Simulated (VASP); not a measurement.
Input of a VASP 6.6.1 run:

Contents of INCAR:

```
ALGO = Normal
EDIFF = 1E-6
EDIFFG = -0.005
ENCUT = 600
GGA = PE
IBRION = 2
ISIF = 3
ISMEAR = -1
LASPH = True
LCHARG = False
LREAL = False
LWAVE = False
NELM = 80
NSW = 60
PREC = Accurate
PSTRESS = 2700.0
SIGMA = 0.05
```

File KPOINTS:

```
k-points
0
Gamma
  17 17 17
```

The input POSCAR:

```
Ir
1.0
    2.2081142552      0.0000000000      0.0000000000
    0.0000000000      2.2081142552      0.0000000000
    0.0000000000      0.0000000000      2.2081142552
Ir
1
Direct
    0.0000000000      0.0000000000      0.0000000000
```

Potentials or basis: VASP PAW PBE potentials, release 64 (Ir).

Run with:

```bash
$ cat potpaw_PBE.64/Ir/POTCAR > POTCAR
$ mpirun -np 1 vasp_std > vasp.out
```

(1) What does it give for the relaxed cell?

(2) What does it give for the relaxed volume?

## Answers

(1) a = 2.242 Å, b = 2.242 Å, c = 2.242 Å, α = 90.00°, β = 90.00°, γ = 90.00°.

(2) 11.27 Å³/atom.

Caveat: the cell is relaxed towards a set pressure, so the run minimises the enthalpy, not the energy.
